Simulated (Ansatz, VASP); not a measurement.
## One calculation of Rh, two programs

```
CELL_PARAMETERS angstrom
-1.53523 1.53523 1.53523
1.53523 -1.53523 1.53523
1.53523 1.53523 -1.53523
ATOMIC_POSITIONS crystal
Rh 0.00000 0.00000 0.00000
```

Alike in both runs: task electric field gradients; functional r2SCAN; k mesh 16 × 16 × 16; occupations fermi-dirac, width 0.05 eV; no spin polarisation.

|  | VASP | Ansatz |
| --- | --- | --- |
| version | VASP 6.6.1 | Ansatz 0.2.0 |
| potentials or method | VASP PAW PBE potentials, release 64 (Rh_pv) | PAW with Ansatz's default frozen-core files, scalar-relativistic |
| plane-wave cutoff (eV) | 520 | 500 |
| valence electrons in the cell | 15 | 17 |

VASP gave:

| Quantity | Value |
| --- | --- |
| pressure (GPa) | -5.1 |

Question: What did Ansatz give for the same quantities?

Answer: Pressure (GPa): -6.1.

VASP's potentials were made for PBE, not for r2SCAN. The functional is the same, so the differences come from potentials, cutoffs and numerics. VASP's potentials hold 15 valence electrons a cell and Ansatz's 17, so a difference there can come from the potentials and not from the codes.
